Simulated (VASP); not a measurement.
# Ta3N2 (P-3m1) in VASP: notebook, part 3 of 3

VASP 6.6.1.

## Step 5: Single point, r2SCAN

This run uses another cell than the first one, of 13.81 Å³/atom, 1.101 times its volume.

POSCAR

```
Ta3N2
1.0
    3.5075369805      0.0000000000      0.0000000000
   -1.7537684902      3.0376161298      0.0000000000
    0.0000000000      0.0000000000      6.4814140427
Ta N
3 2
Direct
    0.0000000000      0.0000000000      0.0000000000
    0.3333333333      0.6666666667      0.6663732558
    0.6666666667      0.3333333333      0.3336267442
    0.3333333333      0.6666666667      0.3092231370
    0.6666666667      0.3333333333      0.6907768630
```

INCAR.step1

```
PREC     = Accurate       # precision mode
ENCUT    = 520            # plane-wave cutoff, eV
ISMEAR   = 1              # smearing method
SIGMA    = 0.1            # smearing width, eV
LREAL    = F              # projectors in reciprocal space
LASPH    = T              # aspherical terms in the spheres
NELM     = 100            # most SCF steps
NBANDS   = 30             # bands
GGA      = PE             # functional
ALGO     = Normal         # electronic algorithm
EDIFF    = 1E-4           # SCF threshold, eV
LWAVE    = T              # write WAVECAR
LCHARG   = F              # write CHGCAR
```

INCAR.step2

```
PREC     = Accurate       # precision mode
ENCUT    = 520            # plane-wave cutoff, eV
EDIFF    = 1E-7           # SCF threshold, eV
ISMEAR   = 1              # smearing method
SIGMA    = 0.1            # smearing width, eV
LREAL    = F              # projectors in reciprocal space
LASPH    = T              # aspherical terms in the spheres
NELM     = 100            # most SCF steps
ALGO     = Normal         # electronic algorithm
ISIF     = 2              # what is computed and relaxed
LWAVE    = F              # write WAVECAR
LCHARG   = F              # write CHGCAR
METAGGA  = R2SCAN         # meta-GGA
LMIXTAU  = T            
NBANDS   = 30             # bands
ISTART   = 1
```

KPOINTS

```
regular mesh
0
Gamma
  12 12 6
```

Potentials or basis: VASP PAW PBE potentials, release 64 (Ta_pv, N).

Command:

```console
cat potpaw_PBE.64/Ta_pv/POTCAR potpaw_PBE.64/N/POTCAR > POTCAR
cp INCAR.step1 INCAR
mpirun -np 1 vasp_std > vasp.out
cp INCAR.step2 INCAR
mpirun -np 1 vasp_std > vasp.out
```

OUTCAR:

```text
PREC = Accurate
   ENCUT = 520
   EDIFF = 1E-7
   ISMEAR = 1
   LREAL = F
   LASPH = T
   NELM = 100
   ISIF = 2
   METAGGA = R2SCAN
   ISTART = 1

 ion  position               nearest neighbor table
   1  0.000  0.000  0.000-   3 2.96   2 2.96   3 2.96   2 2.96   3 2.96   2 2.96
   2  0.333  0.667  0.666-   5 2.03   5 2.03   5 2.03   4 2.31   3 2.96   3 2.96   3 2.96   1 2.96
                             1 2.96   1 2.96
   3  0.667  0.333  0.334-   4 2.03   4 2.03   4 2.03   5 2.31   2 2.96   2 2.96   2 2.96   1 2.96
                             1 2.96   1 2.96
   4  0.333  0.667  0.309-   3 2.03   3 2.03   3 2.03   2 2.31
   5  0.667  0.333  0.691-   2 2.03   2 2.03   2 2.03   3 2.31

  LATTYP: Found a hexagonal cell.
 ALAT       =     3.5075369805
 C/A-ratio  =     1.8478533737

  Lattice vectors:

 A1 = (   3.5075369805,   0.0000000000,   0.0000000000)
 A2 = (  -1.7537684902,   3.0376161298,   0.0000000000)
 A3 = (   0.0000000000,   0.0000000000,   6.4814140427)

Analysis of symmetry for initial positions (statically):
=====================================================================
 Subroutine PRICEL returns:
 Original cell was already a primitive cell.

 Routine SETGRP: Setting up the symmetry group for a
 hexagonal supercell.

 Subroutine GETGRP returns: Found 12 space group operations
 (whereof 12 operations were pure point group operations)
 out of a pool of 24 trial point group operations.

The static configuration has the point symmetry D_3d.

Analysis of symmetry for dynamics (positions and initial velocities):
=====================================================================
 Subroutine PRICEL returns:
 Original cell was already a primitive cell.

 Routine SETGRP: Setting up the symmetry group for a
 hexagonal supercell.

 Subroutine GETGRP returns: Found 12 space group operations
 (whereof 12 operations were pure point group operations)
 out of a pool of 24 trial point group operations.

The dynamic configuration has the point symmetry D_3d.

 Subroutine INISYM returns: Found 12 space group operations
 (whereof 12 operations are pure point group operations),
 and found     1 'primitive' translations

----------------------------------------------------------------------------------------

                                     Primitive cell

  volume of cell :      69.0566

  direct lattice vectors                    reciprocal lattice vectors
     3.507536980  0.000000000  0.000000000     0.285100344  0.164602760  0.000000000
    -1.753768490  3.037616130  0.000000000     0.000000000  0.329205521  0.000000000
     0.000000000  0.000000000  6.481414043     0.000000000  0.000000000  0.154287320

  length of vectors
     3.507536980  3.507536980  6.481414043     0.329205521  0.329205521  0.154287320

  position of ions in fractional coordinates (direct lattice)
     0.000000000  0.000000000  0.000000000
     0.333333333  0.666666667  0.666373256
     0.666666667  0.333333333  0.333626744
     0.333333333  0.666666667  0.309223137
     0.666666667  0.333333333  0.690776863

  ion indices of the primitive-cell ions
   primitive index   ion index
                 1           1
                 2           2
[... 29 lines left out ...]

 Following reciprocal coordinates:
            Coordinates               Weight
  0.000000  0.000000  0.000000      1.000000
  0.083333 -0.000000  0.000000      6.000000
  0.166667 -0.000000  0.000000      6.000000
  0.250000  0.000000  0.000000      6.000000
  0.333333 -0.000000  0.000000      6.000000
  0.416667  0.000000  0.000000      6.000000
[... 16 lines left out ...]
  0.166667 -0.000000  0.166667      6.000000
  0.000000  0.166667  0.166667      6.000000
 [... further k-points ...]
   k-points           NKPTS =    100   k-points in BZ     NKDIM =    100   number of bands    NBANDS=     30
   number of dos      NEDOS =    301   number of ions     NIONS =      5
   total plane-waves  NPLWV =  37632
   dimension x,y,z NGX =    28 NGY =   28 NGZ =   48
   dimension x,y,z NGXF=    56 NGYF=   56 NGZF=   96
   ions per type =               3   2
   NGX,Y,Z   is equivalent  to a cutoff of  13.27, 13.27, 12.31 a.u.
   NGXF,Y,Z  is equivalent  to a cutoff of  26.54, 26.54, 24.62 a.u.
 SYSTEM =  unknown system
   PREC   = accura    normal or accurate (medium, high low for compatibility)
   ISTART =      1    job   : 0-new  1-cont  2-samecut
   ICHARG =      0    charge: 1-file 2-atom 10-const
   ISPIN  =      1    spin polarized calculation?
   LNONCOLLINEAR =      F non collinear calculations
   LSORBIT =      F    spin-orbit coupling
   LASPH  =      T    aspherical Exc in radial PAW
   ENCUT  =  520.0 eV  38.22 Ry    6.18 a.u.   6.52  6.52 12.05*2*pi/ulx,y,z
   NELM   =    100;   NELMIN=  2; NELMDL=  0     # of ELM steps
   EDIFF  = 0.1E-06   stopping-criterion for ELM
   LREAL  =      F    real-space projection
   EDIFFG = 0.1E-05   stopping-criterion for IOM
   NSW    =      0    number of steps for IOM
   IBRION =     -1    ionic relax: 0-MD 1-quasi-New 2-CG
   NFREE  =      0    steps in history (QN), initial steepest desc. (CG)
   ISIF   =      2    stress and relaxation
   ISYM   =      2    0-nonsym 1-usesym 2-fastsym
   POTIM  = 0.5000    time-step for ionic-motion
   TEBEG  =    0.0;   TEEND  =   0.0 temperature during run
   PSTRESS=    0.0 pullay stress
   NELECT =      43.0000    total number of electrons
   NUPDOWN=      -1.0000    fix difference up-down
   EMIN   =  10.00;   EMAX   =-10.00  energy-range for DOS
   EFERMI =   0.00;   METHOD = LEGACY
   ISMEAR =     1;   SIGMA  =   0.10  broadening in eV -4-tet -1-fermi 0-gaus
   EFERMI_NEDOS =   21; number of points for ismear=-14 and -15
   IALGO  =     38    algorithm
   IMIX   =      4    mixing-type and parameters
     AMIX     =   0.40;   BMIX     =  1.00
     AMIX_MAG =   1.60;   BMIX_MAG =  1.00
  volume/ion in A,a.u.               =      13.81        93.20
  Fermi-wavevector in a.u.,A,eV,Ry     =   1.397964  2.641769 26.589914  1.954304
  Thomas-Fermi vector in A             =   2.521169
   LORBIT       =      0    0 simple, 1 ext, 2 COOP (PROOUT), +10 PAW based schemes
   METAGGA = R2SCAN    functional components
   LHFCALC =     F    Hartree Fock is set to
   AEXX    =    0.0000 exact exchange contribution
   IVDW    =     0    specifies the selected vdW correction
   LEPSILON=     F    determine dielectric tensor
   LRPA    =     F    only Hartree local field effects (RPA)
 non-spin polarized calculation
 Methfessel and Paxton  Order N= 1 SIGMA  =   0.10
  energy-cutoff  :      520.00
  volume of cell :       69.06
 maximum number of plane-waves:      1909
 NGX is ok and might be reduce to    28
   NGX = 13   NGY = 13   NGZ = 25

 number of electron      43.0000002 magnetization

 Free energy of the ion-electron system (eV)
  ---------------------------------------------------
  ext. energy  EPLUGINS =         0.00000000
  ---------------------------------------------------
  free energy    TOTEN  =      -165.37031843 eV

  energy without entropy =     -165.36879836  energy(sigma->0) =     -165.36981174

 E-fermi :   6.6239     XC(G=0): -13.3388

 val. band max:        6.6117276517   @ k =   0.1667   0.0833   0.3333
 cond. band min:       6.6251637765   @ k =   0.3333  -0.0000   0.0000
 fundamental gap:      0.0134361249
 Fermi energy:         6.6238758755

 k-point     1 :       0.0000    0.0000    0.0000
  band No.  band energies     occupation
      1     -29.7926      2.00000
      2     -29.6598      2.00000
      3     -29.6310      2.00000
      4     -29.6310      2.00000
      5     -29.5424      2.00000
      6     -29.5424      2.00000
[... 781 lines left out ...]
     29      11.3026      0.00000
     30      11.6390      0.00000

 [... further k-points ...]

------------------------ aborting loop because EDIFF is reached ----------------------------------------

  FORCE on cell =-STRESS in cart. coord.  units (eV):
  Direction    XX          YY          ZZ          XY          YZ          ZX
  --------------------------------------------------------------------------------------
  -------------------------------------------------------------------------------------
  Total        0.5738403      0.5738403      0.3270102      0.0000000      0.0000000      0.0000000
  in kB       13.3136361     13.3136361      7.5869457      0.0000000      0.0000000      0.0000000
  external PRESSURE =      11.4047393 kB  Pullay stress =       0.0000000 kB

 VOLUME and BASIS-vectors are now :
 -----------------------------------------------------------------------------
  energy-cutoff  :      520.00
  volume of cell :       69.06
      direct lattice vectors                 reciprocal lattice vectors
     3.507536980  0.000000000  0.000000000     0.285100344  0.164602760  0.000000000
    -1.753768490  3.037616130  0.000000000     0.000000000  0.329205521  0.000000000
     0.000000000  0.000000000  6.481414043     0.000000000  0.000000000  0.154287320

 POSITION                                       TOTAL-FORCE (eV/Angst)
 -----------------------------------------------------------------------------------
      0.00000      0.00000      0.00000         0.000000      0.000000      0.000000
     -0.00000      2.02508      4.31904        -0.000000      0.000000      0.032080
      1.75377      1.01254      2.16237         0.000000     -0.000000     -0.032080
     -0.00000      2.02508      2.00420        -0.000000      0.000000     -0.026910
      1.75377      1.01254      4.47721         0.000000     -0.000000      0.026910
 -----------------------------------------------------------------------------------
    total drift:                                0.000000     -0.000000      0.000000

  FREE ENERGIE OF THE ION-ELECTRON SYSTEM (eV)
  ---------------------------------------------------
  free  energy   TOTEN  =      -165.3703184326 eV

  energy  without entropy=     -165.3687983616  energy(sigma->0) =     -165.36981174
```

It took 16 min on 1 thread of Intel Xeon 6975P-C, shared host; peak memory 0.31 GiB.

Results:

```yaml
Free_energy: -165.3703 eV
Pressure: 1.1 GPa
Largest_force: 0.032 eV/Å
```

Forces on the atoms (eV/Å):
```
Ta   0.000  0.000  0.000
Ta   0.000  0.000  0.032
Ta   0.000  0.000 -0.032
N    0.000  0.000 -0.027
N    0.000  0.000  0.027
```

Levels at points of the mesh, in eV from the Fermi level:
```csv
k point,band 17,band 18,band 19,band 20,band 21,band 22,band 23,band 24,band 25,band 26
"(0.00, 0.00, 0.00)",-5.35,-4.13,-1.74,-1.74,-1.31,1.63,1.63,2.31,2.31,2.48
"(0.50, 0.00, 0.00)",-4.80,-3.28,-1.27,-1.27,-0.96,-0.64,-0.37,1.20,1.77,2.83
"(0.00, 0.00, 0.50)",-5.65,-1.89,-1.05,-1.05,0.00,0.01,0.01,0.06,0.99,1.37
"(0.50, 0.00, 0.50)",-4.86,-2.91,-2.20,-0.94,-0.72,-0.06,0.40,1.59,2.19,2.27
```

Caveat: the PAW data sets were made with another functional, which shifts forces and pressure a little; spin-orbit coupling is left out, which moves the levels of the heavy elements.

## Step 6: Overview

| spin | cell | k mesh | smearing | gap on the mesh (eV) | pressure (GPa) | largest force (eV/Å) |
| --- | --- | --- | --- | --- | --- | --- |
| off | a = 3.597, b = 3.597, c = 5.597 Å, angles 90.0, 90.0, 120.0°, 5 atoms | 6 × 6 × 4 | gaussian 0.1 eV | none | 4.7 | 3.10 |
| collinear, ferromagnetic start | a = 3.597, b = 3.597, c = 5.597 Å, angles 90.0, 90.0, 120.0°, 5 atoms | 6 × 6 × 4 | gaussian 0.1 eV | none | 4.7 | 3.10 |
| off | a = 3.508, b = 3.508, c = 6.481 Å, angles 90.0, 90.0, 120.0°, 5 atoms | 12 × 12 × 6 | gaussian 0.1 eV | none | 1.2 | 0.05 |
| off | a = 3.508, b = 3.508, c = 6.481 Å, angles 90.0, 90.0, 120.0°, 5 atoms | 12 × 12 × 6 | methfessel-paxton 0.1 eV | none | 1.1 | 0.03 |

Alike in all rows: task single point; level r2SCAN; potentials or basis VASP PAW PBE potentials, release 64 (Ta_pv, N); cutoff (eV) 520.

Caveats: the PAW data sets were made with another functional, which shifts forces and pressure a little; spin-orbit coupling is left out, which moves the levels of the heavy elements.

Absolute energies hang on the potentials; compare differences alone.
